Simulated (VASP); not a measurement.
# AgCl in VASP: notebook, part 2 of 2

VASP 6.6.1. The steps go on from the part before.

**3. Electric field gradients, PBE (20.47 Å³/atom)**

This run uses another cell than the first one, of 20.47 Å³/atom.

File INCAR:

```
PREC     = Accurate       # precision mode
ENCUT    = 520            # plane-wave cutoff, eV
EDIFF    = 1E-8           # SCF threshold, eV
ISMEAR   = -1             # smearing method
SIGMA    = 0.02           # smearing width, eV
LREAL    = F              # projectors in reciprocal space
LASPH    = T              # aspherical terms in the spheres
NELM     = 80             # most SCF steps
ALGO     = Normal         # electronic algorithm
ISIF     = 2              # what is computed and relaxed
LWAVE    = F              # write WAVECAR
LCHARG   = F              # write CHGCAR
GGA      = PE             # functional
LEFG     = T            
NBANDS   = 16             # bands
```

File KPOINTS:

```
Automatic mesh
0
Gamma
  8 8 8
```

File POSCAR:

```
AgCl
1.0
    0.0000000000      2.7356704056      2.7356704056
    2.7356704056      0.0000000000      2.7356704056
    2.7356704056      2.7356704056      0.0000000000
Ag Cl
1 1
Direct
    0.5000000000      0.5000000000      0.5000000000
    0.0000000000      0.0000000000      0.0000000000
```

Potentials or basis: VASP PAW PBE potentials, release 64 (Ag, Cl).

Command:

```console
> cat potpaw_PBE.64/Ag/POTCAR potpaw_PBE.64/Cl/POTCAR > POTCAR
> mpirun -np 1 vasp_std > vasp.out
```

OUTCAR:

```text
PREC = Accurate
   ENCUT = 520
   EDIFF = 1E-8
   ISMEAR = -1
   LREAL = F
   LASPH = T
   NELM = 80
   ISIF = 2
   GGA = PE

 ion  position               nearest neighbor table
   1  0.500  0.500  0.500-   2 2.74   2 2.74   2 2.74   2 2.74   2 2.74   2 2.74
   2  0.000  0.000  0.000-   1 2.74   1 2.74   1 2.74   1 2.74   1 2.74   1 2.74

  LATTYP: Found a face centered cubic cell.
 ALAT       =     5.4713408112

  Lattice vectors:

 A1 = (   0.0000000000,   2.7356704056,   2.7356704056)
 A2 = (   2.7356704056,   0.0000000000,   2.7356704056)
 A3 = (   2.7356704056,   2.7356704056,   0.0000000000)

Analysis of symmetry for initial positions (statically):
=====================================================================
 Subroutine PRICEL returns:
 Original cell was already a primitive cell.

 Routine SETGRP: Setting up the symmetry group for a
 face centered cubic supercell.

 Subroutine GETGRP returns: Found 48 space group operations
[... 643 lines left out ...]
  volume of cell :       40.95
      direct lattice vectors                 reciprocal lattice vectors
     0.000000000  2.735670406  2.735670406    -0.182770556  0.182770556  0.182770556
     2.735670406  0.000000000  2.735670406     0.182770556 -0.182770556  0.182770556
     2.735670406  2.735670406  0.000000000     0.182770556  0.182770556 -0.182770556

 POSITION                                       TOTAL-FORCE (eV/Angst)
 -----------------------------------------------------------------------------------
      2.73567      2.73567      2.73567         0.000000      0.000000      0.000000
      0.00000      0.00000      0.00000        -0.000000     -0.000000     -0.000000
 -----------------------------------------------------------------------------------
    total drift:                                0.000000      0.000000      0.000000

  FREE ENERGIE OF THE ION-ELECTRON SYSTEM (eV)
  ---------------------------------------------------
  free  energy   TOTEN  =        -5.3663502406 eV

  energy  without entropy=       -5.3663502406  energy(sigma->0) =       -5.36635024

 Electric field gradients (V/A^2)
---------------------------------------------------------------------
 ion       V_xx      V_yy      V_zz      V_xy      V_xz      V_yz
---------------------------------------------------------------------
   1      -0.000     0.000    -0.000    -0.001    -0.001    -0.001
   2      -0.000     0.000    -0.000    -0.001    -0.001    -0.001
---------------------------------------------------------------------

 Electric field gradients after diagonalization (V/A^2)
 (convention: |V_zz| > |V_xx| > |V_yy|)
----------------------------------------------------------------------
 ion       V_xx      V_yy      V_zz     asymmetry (V_yy - V_xx)/ V_zz
----------------------------------------------------------------------
   1       0.001     0.001    -0.002       0.000
   2       0.001     0.001    -0.001       0.000
----------------------------------------------------------------------

           NMR quadrupolar parameters

 Cq : quadrupolar parameter    Cq=e*Q*V_zz/h
 eta: asymmetry parameters     (V_yy - V_xx)/ V_zz
 Q  : nuclear electric quadrupole moment in mb (millibarn)
----------------------------------------------------------------------
 ion       Cq(MHz)       eta       Q (mb)
----------------------------------------------------------------------
   1      -0.000       0.000       1.000
   2      -0.000       0.000       1.000
----------------------------------------------------------------------
```

stdout:

```text
POSCAR found type information on POSCAR AgCl
 POSCAR found :  2 types and       2 ions
 scaLAPACK will be used
 LDA part: xc-table for (Slater+PW92), standard interpolation
 POSCAR, INCAR and KPOINTS ok, starting setup
 FFT: planning ... GRIDC
 FFT: planning ... GRID_SOFT
 FFT: planning ... GRID
 WAVECAR not read
 entering main loop
ion   1

ion   2
```

Wall time 51 s (1 thread of Intel Xeon 8259CL, shared host); peak memory 0.18 GiB.

What came out:

```
Free energy                             : -5.3664 eV
Pressure                                : 3.7 GPa
Band gap on the k mesh                  : 0.90 eV (least direct gap 3.32 eV)
Largest electric field gradient by atom : zero within the noise of the run
```

Levels at points of the mesh, in eV from the valence-band top:
| k point | band 7 | band 8 | band 9 | band 10 | band 11 | band 12 |
| --- | --- | --- | --- | --- | --- | --- |
| (0.00, 0.00, 0.00) | -2.49 | -2.49 | -2.49 | 0.90 | 10.84 | 10.84 |
| (0.50, 0.00, 0.00) | -1.87 | 0.00 | 0.00 | 4.13 | 6.76 | 7.59 |
| (0.50, 0.50, 0.00) | -2.07 | -2.07 | -1.96 | 2.31 | 7.97 | 8.77 |

Caveat: the cell stands under pressure.

**4. Electric field gradients, PBE (21.54 Å³/atom)**

This run uses another cell than the first one, of 21.54 Å³/atom.

File INCAR:

```
PREC = Accurate ; ENCUT = 520
EDIFF = 1E-8 ; ISMEAR = -1
SIGMA = 0.02 ; LREAL = False
LASPH = True ; NELM = 60
ALGO = Normal ; ISIF = 2
LWAVE = False ; LCHARG = False
GGA = PE ; LEFG = True
NBANDS = 16
```

KPOINTS is that of step 3.

File POSCAR:

```
AgCl
1.0
    0.0000000000      2.7823631906      2.7823631906
    2.7823631906      0.0000000000      2.7823631906
    2.7823631906      2.7823631906      0.0000000000
Ag Cl
1 1
Direct
    0.5000000000      0.5000000000      0.5000000000
    0.0000000000      0.0000000000      0.0000000000
```

Potentials or basis: VASP PAW PBE potentials, release 64 (Ag, Cl).

Command:

```console
> cat potpaw_PBE.64/Ag/POTCAR potpaw_PBE.64/Cl/POTCAR > POTCAR
> mpirun -np 1 vasp_std > vasp.out
```

OUTCAR:

```text
PREC = Accurate
   ENCUT = 520
   EDIFF = 1E-8
   ISMEAR = -1
   LREAL = False
   LASPH = True
   NELM = 60
   ISIF = 2
   GGA = PE

 ion  position               nearest neighbor table
   1  0.500  0.500  0.500-   2 2.78   2 2.78   2 2.78   2 2.78   2 2.78   2 2.78
   2  0.000  0.000  0.000-   1 2.78   1 2.78   1 2.78   1 2.78   1 2.78   1 2.78

  LATTYP: Found a face centered cubic cell.
 ALAT       =     5.5647263812

  Lattice vectors:

 A1 = (   0.0000000000,   2.7823631906,   2.7823631906)
 A2 = (   2.7823631906,   0.0000000000,   2.7823631906)
 A3 = (   2.7823631906,   2.7823631906,   0.0000000000)

Analysis of symmetry for initial positions (statically):
=====================================================================
 Subroutine PRICEL returns:
 Original cell was already a primitive cell.

 Routine SETGRP: Setting up the symmetry group for a
 face centered cubic supercell.

 Subroutine GETGRP returns: Found 48 space group operations
 (whereof 48 operations were pure point group operations)
 out of a pool of 48 trial point group operations.

The static configuration has the point symmetry O_h .

Analysis of symmetry for dynamics (positions and initial velocities):
=====================================================================
 Subroutine PRICEL returns:
 Original cell was already a primitive cell.

 Routine SETGRP: Setting up the symmetry group for a
 face centered cubic supercell.

 Subroutine GETGRP returns: Found 48 space group operations
 (whereof 48 operations were pure point group operations)
 out of a pool of 48 trial point group operations.

[... 158 lines left out ...]
      2       1.2921      2.00000
      3       1.2921      2.00000
      4       1.2921      2.00000
      5       1.3326      2.00000
      6       1.3326      2.00000
[... 433 lines left out ...]
      3      -0.3275      2.00000
      4      -0.2853      2.00000
      5       1.5857      2.00000
      6       1.6517      2.00000
[... 8 lines left out ...]
     15      17.1728      0.00000
     16      18.6266      0.00000

 [... further k-points ...]

------------------------ aborting loop because EDIFF is reached ----------------------------------------

  FORCE on cell =-STRESS in cart. coord.  units (eV):
  Direction    XX          YY          ZZ          XY          YZ          ZX
  --------------------------------------------------------------------------------------
  -------------------------------------------------------------------------------------
  Total        0.2661640      0.2661640      0.2661640      0.0000000      0.0000000      0.0000000
  in kB        9.8989351      9.8989351      9.8989351      0.0000000      0.0000000      0.0000000
  external PRESSURE =       9.8989351 kB  Pullay stress =       0.0000000 kB

 VOLUME and BASIS-vectors are now :
 -----------------------------------------------------------------------------
  energy-cutoff  :      520.00
  volume of cell :       43.08
      direct lattice vectors                 reciprocal lattice vectors
     0.000000000  2.782363191  2.782363191    -0.179703355  0.179703355  0.179703355
     2.782363191  0.000000000  2.782363191     0.179703355 -0.179703355  0.179703355
     2.782363191  2.782363191  0.000000000     0.179703355  0.179703355 -0.179703355

 POSITION                                       TOTAL-FORCE (eV/Angst)
 -----------------------------------------------------------------------------------
      2.78236      2.78236      2.78236        -0.000000     -0.000000     -0.000000
      0.00000      0.00000      0.00000         0.000000      0.000000      0.000000
 -----------------------------------------------------------------------------------
    total drift:                                0.000000      0.000000      0.000000

  FREE ENERGIE OF THE ION-ELECTRON SYSTEM (eV)
  ---------------------------------------------------
  free  energy   TOTEN  =        -5.3978899860 eV

  energy  without entropy=       -5.3978899860  energy(sigma->0) =       -5.39788999

 Electric field gradients (V/A^2)
---------------------------------------------------------------------
 ion       V_xx      V_yy      V_zz      V_xy      V_xz      V_yz
---------------------------------------------------------------------
   1       0.000     0.000     0.000    -0.000    -0.000    -0.000
   2       0.000    -0.000    -0.000    -0.000    -0.000    -0.000
---------------------------------------------------------------------

 Electric field gradients after diagonalization (V/A^2)
 (convention: |V_zz| > |V_xx| > |V_yy|)
----------------------------------------------------------------------
 ion       V_xx      V_yy      V_zz     asymmetry (V_yy - V_xx)/ V_zz
----------------------------------------------------------------------
   1       0.000     0.000    -0.000       0.000
   2       0.000     0.000    -0.001       0.000
----------------------------------------------------------------------

           NMR quadrupolar parameters

 Cq : quadrupolar parameter    Cq=e*Q*V_zz/h
 eta: asymmetry parameters     (V_yy - V_xx)/ V_zz
 Q  : nuclear electric quadrupole moment in mb (millibarn)
----------------------------------------------------------------------
 ion       Cq(MHz)       eta       Q (mb)
----------------------------------------------------------------------
   1      -0.000       0.000       1.000
   2      -0.000       0.000       1.000
----------------------------------------------------------------------
```

stdout:

```text
POSCAR found type information on POSCAR AgCl
 POSCAR found :  2 types and       2 ions
 scaLAPACK will be used
 LDA part: xc-table for (Slater+PW92), standard interpolation
 POSCAR, INCAR and KPOINTS ok, starting setup
 FFT: planning ... GRIDC
 FFT: planning ... GRID_SOFT
 FFT: planning ... GRID
 WAVECAR not read
 entering main loop
ion   1

ion   2
```

It took 36 s on 1 thread of Intel Xeon 8259CL, shared host; peak memory 0.18 GiB.

What came out:

```yaml
Free_energy: -5.3979 eV
Pressure: 1.0 GPa
Band_gap_on_the_k_mesh: 0.91 eV (least direct gap 3.15 eV)
Largest_electric_field_gradient_by_atom: zero within the noise of the run
```

**5. The runs side by side**

```tsv
cell	gap on the mesh (eV)	pressure (GPa)
a = 3.961, b = 3.961, c = 4.000 Å, angles 59.7, 59.7, 60.7°, 2 atoms	0.87	-0.3
a = 3.869 Å, angles 60.0°, 2 atoms	0.90	3.7
a = 3.935 Å, angles 60.0°, 2 atoms	0.91	1.0
```

Alike in all rows: task electric field gradients; level PBE; potentials or basis VASP PAW PBE potentials, release 64 (Ag, Cl); no spin polarisation; k mesh 8 × 8 × 8; cutoff (eV) 520; smearing fermi-dirac 0.02 eV.

Caveats: the cell stands under pressure (at least some runs).

Absolute energies hang on the potentials; compare differences alone.
